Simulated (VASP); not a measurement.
Set up this calculation in VASP 6.6.1, as the native input.

```yaml
Task: single point
Functional: PBE
Potentials_or_basis: VASP PAW PBE potentials, release 64 (In_d, Ge_d, O)
Cutoff: 520 eV
k_mesh: 6 × 6 × 4
Occupations: gaussian, width 0.1 eV
Spin: no spin polarisation
Dipole_correction: no
Further_INCAR_settings: ALGO = Normal; EDIFF = 1e-07; NBANDS = 34
```

The structure of InGe2O2 lies in POSCAR:

```
InGe2O2
1.0
    4.0089465400      0.0000000000      0.0000000000
   -2.0044732700      3.4718495500      0.0000000000
    0.0000000000      0.0000000000      6.5120399000
In Ge O
1 2 2
Direct
    0.0000000000      0.0000000000      0.0000000000
    0.6666666700      0.3333333300      0.3604586400
    0.3333333300      0.6666666700      0.6395413600
    0.6666666700      0.3333333300      0.7312604800
    0.3333333300      0.6666666700      0.2687395200
```

These files were run (other wordings do the same):

INCAR

```
PREC = Accurate ; ENCUT = 520
EDIFF = 1E-7 ; ISMEAR = 0
SIGMA = 0.1 ; LREAL = False
LASPH = True ; NELM = 80
ALGO = Normal ; ISIF = 2
LWAVE = False ; LCHARG = True
GGA = PE ; LELF = True
LVHAR = True ; NBANDS = 34
```

KPOINTS

```
Automatic mesh
0
Gamma
  6 6 4
```

Potentials or basis: VASP PAW PBE potentials, release 64 (In_d, Ge_d, O).

The run is started by

```sh
$ cat potpaw_PBE.64/In_d/POTCAR potpaw_PBE.64/Ge_d/POTCAR potpaw_PBE.64/O/POTCAR > POTCAR
$ mpirun -np 1 vasp_std > vasp.out
```

Results of the run:

```
Pressure      : -0.7 GPa
Largest force : 0.636 eV/Å
```

Caveat: an odd number of electrons without spin polarisation forces a metal; a magnetic or distorted state may lie lower.

It took 54 s on 1 thread of Intel(R) Xeon(R) Platinum 8488C (Sapphire Rapids), with other jobs on the host, peak memory 0.23 GiB.
